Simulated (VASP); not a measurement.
# OsSe (F-43m) in VASP: a series of runs

Aim: see how the results for OsSe move with the level of theory and the settings. Levels: PBE, PBEsol, LDA. Tasks: single point.

Everything below comes from runs of VASP 6.6.1. Logs are shortened: lines on timing, memory, paths and dates and some standing lists are left out, and cuts for length are marked.

### Step 1. The cell of the first run

Symmetry: F-43m, No. 216, cubic system. Conventional cell: a = 5.509 Å, b = 5.509 Å, c = 5.509 Å, α = 90.00°, β = 90.00°, γ = 90.00°. Within 3.2 Å of Os (site symmetry -43m) lie 4 Se at 2.39 Å. Se (site symmetry -43m) has 4 Os at 2.39 Å within 3.2 Å.

### Step 2. Single point, PBE, collinear spin

The input, INCAR:

```
PREC = Accurate
ENCUT = 520
EDIFF = 1E-6
ISMEAR = 0
SIGMA = 0.05
LREAL = False
LASPH = True
NELM = 150
ALGO = Normal
ISIF = 2
LWAVE = False
LCHARG = False
ISPIN = 2
MAGMOM = 0.05 0
LORBIT = 11
LMAXMIX = 4
GGA = PE
NBANDS = 18
```

The input, KPOINTS:

```
regular mesh
0
Gamma
  10 10 10
```

The input, POSCAR:

```
OsSe
1.0
    0.0000000000      2.7546421506      2.7546421506
    2.7546421506      0.0000000000      2.7546421506
    2.7546421506      2.7546421506      0.0000000000
Os Se
1 1
Direct
    0.0000000000      0.0000000000      0.0000000000
    0.2500000000      0.2500000000      0.2500000000
```

Potentials or basis: VASP PAW PBE potentials, release 64 (Os, Se).

Started as:

```
$ cat potpaw_PBE.64/Os/POTCAR potpaw_PBE.64/Se/POTCAR > POTCAR
$ mpirun -np 1 vasp_std > vasp.out
```

OUTCAR:

```text
PREC = Accurate
   ENCUT = 520
   EDIFF = 1E-6
   ISMEAR = 0
   LREAL = False
   LASPH = True
   NELM = 150
   ISIF = 2
   ISPIN = 2
   LORBIT = 11
   GGA = PE

 ion  position               nearest neighbor table
   1  0.000  0.000  0.000-   2 2.39   2 2.39   2 2.39   2 2.39
   2  0.250  0.250  0.250-   1 2.39   1 2.39   1 2.39   1 2.39

  LATTYP: Found a face centered cubic cell.
 ALAT       =     5.5092843012

  Lattice vectors:

 A1 = (   0.0000000000,   2.7546421506,   2.7546421506)
 A2 = (   2.7546421506,   0.0000000000,   2.7546421506)
 A3 = (   2.7546421506,   2.7546421506,   0.0000000000)

Analysis of symmetry for initial positions (statically):
=====================================================================
 Subroutine PRICEL returns:
 Original cell was already a primitive cell.

 Routine SETGRP: Setting up the symmetry group for a
 face centered cubic supercell.

 Subroutine GETGRP returns: Found 24 space group operations
 (whereof 24 operations were pure point group operations)
 out of a pool of 48 trial point group operations.

The static configuration has the point symmetry T_d .

Analysis of symmetry for dynamics (positions and initial velocities):
=====================================================================
 Subroutine PRICEL returns:
 Original cell was already a primitive cell.

 Routine SETGRP: Setting up the symmetry group for a
 face centered cubic supercell.

 Subroutine GETGRP returns: Found 24 space group operations
 (whereof 24 operations were pure point group operations)
 out of a pool of 48 trial point group operations.

The dynamic configuration has the point symmetry T_d .

Analysis of structural, dynamic, and magnetic symmetry:
=====================================================================
 Subroutine PRICEL returns:
 Original cell was already a primitive cell.

 Routine SETGRP: Setting up the symmetry group for a
 face centered cubic supercell.

 Subroutine GETGRP returns: Found 24 space group operations
 (whereof 24 operations were pure point group operations)
 out of a pool of 48 trial point group operations.

The overall configuration has the point symmetry T_d .

 Subroutine INISYM returns: Found 24 space group operations
 (whereof 24 operations are pure point group operations),
 and found     1 'primitive' translations

----------------------------------------------------------------------------------------

                                     Primitive cell

  volume of cell :      41.8047
[... 112 lines left out ...]
  Thomas-Fermi vector in A             =   2.273570
   LORBIT       =     11    0 simple, 1 ext, 2 COOP (PROOUT), +10 PAW based schemes
   GGA     = PE    functional components
   LHFCALC =     F    Hartree Fock is set to
   AEXX    =    0.0000 exact exchange contribution
   IVDW    =     0    specifies the selected vdW correction
   LEPSILON=     F    determine dielectric tensor
   LRPA    =     F    only Hartree local field effects (RPA)
 spin polarized calculation
 Gauss-broadening in eV      SIGMA  =   0.05
  energy-cutoff  :      520.00
  volume of cell :       41.80
 maximum number of plane-waves:      1158
 NGX is ok and might be reduce to    30
   NGX = 15   NGY = 15   NGZ = 15

 number of electron      13.9999999 magnetization       0.0064494

 Free energy of the ion-electron system (eV)
  ---------------------------------------------------
  ext. energy  EPLUGINS =         0.00000000
  ---------------------------------------------------
  free energy    TOTEN  =       -13.40295982 eV

  energy without entropy =      -13.39930264  energy(sigma->0) =      -13.40113123

 E-fermi :   5.3836     XC(G=0): -10.6780

 val. band max:        5.3679782682   @ k =   0.5000   0.4000   0.0000
 cond. band min:       5.3863091523   @ k =  -0.3000   0.4000   0.1000
 fundamental gap:      0.0183308840
 Fermi energy:         5.3836138405

 spin component 1

 k-point     1 :       0.0000    0.0000    0.0000
  band No.  band energies     occupation
      1     -10.3294      1.00000
      2      -0.4746      1.00000
      3      -0.4746      1.00000
      4      -0.4746      1.00000
      5       3.5418      1.00000
      6       3.5418      1.00000
[... 493 lines left out ...]
     17      22.3673      0.00000
     18      22.6771      0.00000

 [... further k-points ...]

 spin component 2

 k-point     1 :       0.0000    0.0000    0.0000
  band No.  band energies     occupation
      1     -10.3289      1.00000
      2      -0.4725      1.00000
      3      -0.4725      1.00000
      4      -0.4725      1.00000
      5       3.5440      1.00000
      6       3.5440      1.00000
[... 493 lines left out ...]
     17      22.3682      0.00000
     18      22.6782      0.00000

 [... further k-points ...]

------------------------ aborting loop because EDIFF is reached ----------------------------------------

  FORCE on cell =-STRESS in cart. coord.  units (eV):
  Direction    XX          YY          ZZ          XY          YZ          ZX
  --------------------------------------------------------------------------------------
  -------------------------------------------------------------------------------------
  Total        0.1715807      0.1715807      0.1715807      0.0000000     -0.0000000      0.0000000
  in kB        6.5758721      6.5758721      6.5758721      0.0000000     -0.0000000      0.0000000
  external PRESSURE =       6.5758721 kB  Pullay stress =       0.0000000 kB

 VOLUME and BASIS-vectors are now :
 -----------------------------------------------------------------------------
  energy-cutoff  :      520.00
  volume of cell :       41.80
      direct lattice vectors                 reciprocal lattice vectors
     0.000000000  2.754642151  2.754642151    -0.181511780  0.181511780  0.181511780
     2.754642151  0.000000000  2.754642151     0.181511780 -0.181511780  0.181511780
     2.754642151  2.754642151  0.000000000     0.181511780  0.181511780 -0.181511780

 POSITION                                       TOTAL-FORCE (eV/Angst)
 -----------------------------------------------------------------------------------
      0.00000      0.00000      0.00000        -0.000000     -0.000000     -0.000000
      1.37732      1.37732      1.37732         0.000000      0.000000      0.000000
 -----------------------------------------------------------------------------------
    total drift:                                0.000000      0.000000      0.000000

  FREE ENERGIE OF THE ION-ELECTRON SYSTEM (eV)
  ---------------------------------------------------
  free  energy   TOTEN  =       -13.4029598227 eV

  energy  without entropy=      -13.3993026384  energy(sigma->0) =      -13.40113123

 total charge

# of ion       s       p       d       tot
------------------------------------------
    1        0.588   0.461   6.237   7.286
    2        1.420   2.320   0.192   3.932
--------------------------------------------------
tot          2.008   2.781   6.429  11.218

 magnetization (x)

# of ion       s       p       d       tot
------------------------------------------
    1        0.000   0.000   0.005   0.005
    2        0.000  -0.000   0.000   0.000
--------------------------------------------------
tot          0.000   0.000   0.005   0.005
```

OSZICAR:

```text
N       E                     dE             d eps       ncg     rms          rms(c)
DAV:   1     0.707237567263E+02    0.70724E+02   -0.56646E+03  3424   0.651E+02
DAV:   2    -0.944448344651E+01   -0.80168E+02   -0.68242E+02  3654   0.181E+02
DAV:   3    -0.136454382687E+02   -0.42010E+01   -0.41313E+01  4366   0.388E+01
DAV:   4    -0.136671674738E+02   -0.21729E-01   -0.21713E-01  3930   0.310E+00
DAV:   5    -0.136672590251E+02   -0.91551E-04   -0.91548E-04  4234   0.212E-01    0.143E+01
DAV:   6    -0.134523552419E+02    0.21490E+00   -0.45070E-01  4622   0.462E+00    0.689E+00
DAV:   7    -0.134127954212E+02    0.39560E-01   -0.55150E-02  3716   0.176E+00    0.367E+00
DAV:   8    -0.134028865260E+02    0.99089E-02   -0.15061E-02  3934   0.754E-01    0.327E-01
DAV:   9    -0.134029091580E+02   -0.22632E-04   -0.72886E-04  3722   0.150E-01    0.182E-01
DAV:  10    -0.134029550421E+02   -0.45884E-04   -0.58370E-05  3906   0.500E-02    0.613E-02
DAV:  11    -0.134029584431E+02   -0.34010E-05   -0.40870E-06  4012   0.117E-02    0.133E-02
DAV:  12    -0.134029595104E+02   -0.10673E-05   -0.26984E-06  3644   0.105E-02    0.381E-03
DAV:  13    -0.134029598227E+02   -0.31233E-06   -0.58981E-07  3032   0.415E-03
   1 F= -.13402960E+02 E0= -.13401131E+02  d E =-.365718E-02  mag=     0.0057
```

stdout:

```text
POSCAR found type information on POSCAR OsSe
 POSCAR found :  2 types and       2 ions
 scaLAPACK will be used
 LDA part: xc-table for (Slater+PW92), standard interpolation
 POSCAR, INCAR and KPOINTS ok, starting setup
 FFT: planning ... GRIDC
 FFT: planning ... GRID_SOFT
 FFT: planning ... GRID
 WAVECAR not read
 entering main loop
```

Wall time 94 s (1 thread of AMD EPYC 7R13, shared host); peak memory 0.19 GiB.

What came out:

* Free energy: -13.4030 eV
* Pressure: 0.7 GPa
* Band gap on the k mesh: zero (filled and empty bands overlap)
* Net moment: 0.01 μB per cell
* Valence electrons inside the program's atomic spheres: Os 7.29; Se 3.93

Levels at points of the mesh, in eV from the Fermi level:
Spin up:
```csv
k point,band 4,band 5,band 6,band 7,band 8,band 9,band 10,band 11
"(0.00, 0.00, 0.00)",-5.86,-1.84,-1.84,0.86,3.89,3.89,3.89,7.08
"(0.50, 0.00, 0.00)",-5.44,-1.53,-1.53,-1.41,1.58,1.58,3.24,8.64
"(0.50, 0.50, 0.00)",-4.62,-2.49,-1.54,-1.10,-0.38,-0.38,5.73,6.56
```
Spin down:
```tsv
k point	band 3	band 4	band 5	band 6	band 7	band 8	band 9	band 10	band 11	band 12
(0.00, 0.00, 0.00)	-5.86	-5.86	-1.84	-1.84	0.86	3.90	3.90	3.90	7.08	7.08
(0.50, 0.00, 0.00)	-5.44	-5.44	-1.53	-1.53	-1.41	1.58	1.58	3.24	8.64	8.77
(0.50, 0.50, 0.00)	-4.62	-4.62	-2.48	-1.54	-1.10	-0.38	-0.38	5.74	6.56	10.40
```

Caveat: spin-orbit coupling is left out, which moves the levels of the heavy elements.

### Step 3. Single point, PBEsol, collinear spin

The input, INCAR:

```
SYSTEM = OsSe
PREC = Accurate
ENCUT = 520
EDIFF = 1E-6
ISMEAR = 0
SIGMA = 0.05
LREAL = .FALSE.
LASPH = .TRUE.
NELM = 150
ALGO = Normal
ISIF = 2
LWAVE = .FALSE.
LCHARG = .FALSE.
ISPIN = 2
MAGMOM = 0.05 0
LORBIT = 11
LMAXMIX = 4
GGA = PS
NBANDS = 18
```

The input, KPOINTS:

```
Automatic mesh
0
G
  10 10 10
  0 0 0
```

POSCAR is that of step 2.

Potentials or basis: VASP PAW PBE potentials, release 64 (Os, Se).

Started as:

```
$ cat potpaw_PBE.64/Os/POTCAR potpaw_PBE.64/Se/POTCAR > POTCAR
$ mpirun -np 1 vasp_std > vasp.out
```

OUTCAR:

```text
SYSTEM = OsSe
   PREC = Accurate
   ENCUT = 520
   EDIFF = 1E-6
   ISMEAR = 0
   LREAL = .FALSE.
   LASPH = .TRUE.
   NELM = 150
   ISIF = 2
   ISPIN = 2
   LORBIT = 11
   GGA = PS

 ion  position               nearest neighbor table
   1  0.000  0.000  0.000-   2 2.39   2 2.39   2 2.39   2 2.39
   2  0.250  0.250  0.250-   1 2.39   1 2.39   1 2.39   1 2.39

  LATTYP: Found a face centered cubic cell.
 ALAT       =     5.5092843012

  Lattice vectors:

 A1 = (   0.0000000000,   2.7546421506,   2.7546421506)
 A2 = (   2.7546421506,   0.0000000000,   2.7546421506)
 A3 = (   2.7546421506,   2.7546421506,   0.0000000000)

Analysis of symmetry for initial positions (statically):
=====================================================================
 Subroutine PRICEL returns:
 Original cell was already a primitive cell.

 Routine SETGRP: Setting up the symmetry group for a
 face centered cubic supercell.

 Subroutine GETGRP returns: Found 24 space group operations
 (whereof 24 operations were pure point group operations)
 out of a pool of 48 trial point group operations.

The static configuration has the point symmetry T_d .

Analysis of symmetry for dynamics (positions and initial velocities):
=====================================================================
 Subroutine PRICEL returns:
 Original cell was already a primitive cell.

 Routine SETGRP: Setting up the symmetry group for a
 face centered cubic supercell.

 Subroutine GETGRP returns: Found 24 space group operations
 (whereof 24 operations were pure point group operations)
 out of a pool of 48 trial point group operations.

The dynamic configuration has the point symmetry T_d .

Analysis of structural, dynamic, and magnetic symmetry:
=====================================================================
 Subroutine PRICEL returns:
 Original cell was already a primitive cell.

[... 150 lines left out ...]
  ext. energy  EPLUGINS =         0.00000000
  ---------------------------------------------------
  free energy    TOTEN  =       -14.64574730 eV

  energy without entropy =      -14.64206596  energy(sigma->0) =      -14.64390663

 E-fermi :   5.2066     XC(G=0): -10.8383

 val. band max:        5.2061190645   @ k =  -0.2000   0.2000   0.0000
 cond. band min:       5.2080699460   @ k =  -0.2000   0.2000   0.0000
 fundamental gap:      0.0019508815
 Fermi energy:         5.2065861197

 spin component 1

 k-point     1 :       0.0000    0.0000    0.0000
  band No.  band energies     occupation
      1     -10.4888      1.00000
      2      -0.6345      1.00000
      3      -0.6345      1.00000
      4      -0.6345      1.00000
      5       3.3932      1.00000
      6       3.3933      1.00000
[... 493 lines left out ...]
     17      22.1748      0.00000
     18      22.4829      0.00000

 [... further k-points ...]

 spin component 2

 k-point     1 :       0.0000    0.0000    0.0000
  band No.  band energies     occupation
      1     -10.4884      1.00000
      2      -0.6332      1.00000
      3      -0.6332      1.00000
      4      -0.6332      1.00000
      5       3.3947      1.00000
      6       3.3947      1.00000
[... 493 lines left out ...]
     17      22.1755      0.00000
     18      22.4837      0.00000

 [... further k-points ...]

------------------------ aborting loop because EDIFF is reached ----------------------------------------

  FORCE on cell =-STRESS in cart. coord.  units (eV):
  Direction    XX          YY          ZZ          XY          YZ          ZX
  --------------------------------------------------------------------------------------
  -------------------------------------------------------------------------------------
  Total       -1.1535301     -1.1535301     -1.1535301      0.0000000     -0.0000000      0.0000000
  in kB      -44.2093318    -44.2093318    -44.2093318      0.0000000     -0.0000000      0.0000000
  external PRESSURE =     -44.2093318 kB  Pullay stress =       0.0000000 kB

 VOLUME and BASIS-vectors are now :
 -----------------------------------------------------------------------------
  energy-cutoff  :      520.00
  volume of cell :       41.80
      direct lattice vectors                 reciprocal lattice vectors
     0.000000000  2.754642151  2.754642151    -0.181511780  0.181511780  0.181511780
     2.754642151  0.000000000  2.754642151     0.181511780 -0.181511780  0.181511780
     2.754642151  2.754642151  0.000000000     0.181511780  0.181511780 -0.181511780

 POSITION                                       TOTAL-FORCE (eV/Angst)
 -----------------------------------------------------------------------------------
      0.00000      0.00000      0.00000        -0.000000      0.000000      0.000000
      1.37732      1.37732      1.37732         0.000000     -0.000000     -0.000000
 -----------------------------------------------------------------------------------
    total drift:                                0.000000      0.000000      0.000000

  FREE ENERGIE OF THE ION-ELECTRON SYSTEM (eV)
  ---------------------------------------------------
  free  energy   TOTEN  =       -14.6457472990 eV

  energy  without entropy=      -14.6420659589  energy(sigma->0) =      -14.64390663

 total charge

# of ion       s       p       d       tot
------------------------------------------
    1        0.586   0.460   6.233   7.279
    2        1.420   2.309   0.192   3.921
--------------------------------------------------
tot          2.006   2.769   6.425  11.200

 magnetization (x)

# of ion       s       p       d       tot
------------------------------------------
    1        0.000   0.000   0.003   0.003
    2        0.000  -0.000   0.000   0.000
--------------------------------------------------
tot          0.000   0.000   0.003   0.003
```

OSZICAR:

```text
N       E                     dE             d eps       ncg     rms          rms(c)
DAV:   1     0.690587278822E+02    0.69059E+02   -0.56609E+03  3424   0.651E+02
DAV:   2    -0.107622671946E+02   -0.79821E+02   -0.67925E+02  3652   0.181E+02
DAV:   3    -0.149455766502E+02   -0.41833E+01   -0.41132E+01  4366   0.387E+01
DAV:   4    -0.149672241955E+02   -0.21648E-01   -0.21631E-01  3920   0.309E+00
DAV:   5    -0.149673139833E+02   -0.89788E-04   -0.89785E-04  4218   0.210E-01    0.145E+01
DAV:   6    -0.147099728003E+02    0.25734E+00   -0.50671E-01  4640   0.490E+00    0.684E+00
DAV:   7    -0.146588068232E+02    0.51166E-01   -0.63267E-02  3798   0.184E+00    0.373E+00
DAV:   8    -0.146458142141E+02    0.12993E-01   -0.19164E-02  3970   0.809E-01    0.348E-01
DAV:   9    -0.146457408364E+02    0.73378E-04   -0.95306E-04  3634   0.164E-01    0.196E-01
DAV:  10    -0.146457481054E+02   -0.72690E-05   -0.50169E-05  4414   0.547E-02    0.642E-02
DAV:  11    -0.146457472990E+02    0.80641E-06   -0.46570E-06  3762   0.121E-02
   1 F= -.14645747E+02 E0= -.14643907E+02  d E =-.368134E-02  mag=     0.0030
```

It took 78 s on 1 thread of AMD EPYC 7R13, shared host; peak memory 0.19 GiB.

What came out:

* Free energy: -14.6457 eV
* Pressure: -4.4 GPa
* Band gap on the k mesh: zero (filled and empty bands overlap)
* Net moment: 0.00 μB per cell
* Valence electrons inside the program's atomic spheres: Os 7.28; Se 3.92

Levels at points of the mesh, in eV from the Fermi level:
Spin up:
```csv
k point,band 3,band 4,band 5,band 6,band 7,band 8,band 9,band 10,band 11,band 12
"(0.00, 0.00, 0.00)",-5.84,-5.84,-1.81,-1.81,0.79,3.91,3.91,3.91,7.07,7.07
"(0.50, 0.00, 0.00)",-5.42,-5.42,-1.51,-1.51,-1.42,1.59,1.59,3.18,8.59,8.77
"(0.50, 0.50, 0.00)",-4.59,-4.59,-2.51,-1.53,-1.07,-0.38,-0.38,5.71,6.52,10.32
```
Spin down:
| k point | band 3 | band 4 | band 5 | band 6 | band 7 | band 8 | band 9 | band 10 | band 11 | band 12 |
| --- | --- | --- | --- | --- | --- | --- | --- | --- | --- | --- |
| (0.00, 0.00, 0.00) | -5.84 | -5.84 | -1.81 | -1.81 | 0.80 | 3.91 | 3.91 | 3.91 | 7.07 | 7.07 |
| (0.50, 0.00, 0.00) | -5.42 | -5.42 | -1.50 | -1.50 | -1.42 | 1.59 | 1.59 | 3.18 | 8.59 | 8.77 |
| (0.50, 0.50, 0.00) | -4.59 | -4.59 | -2.51 | -1.53 | -1.07 | -0.38 | -0.38 | 5.71 | 6.52 | 10.32 |

Caveat: the cell stands under tension; the PAW data sets were made with another functional, which shifts forces and pressure a little; spin-orbit coupling is left out, which moves the levels of the heavy elements.

[end of part 1 of 2]
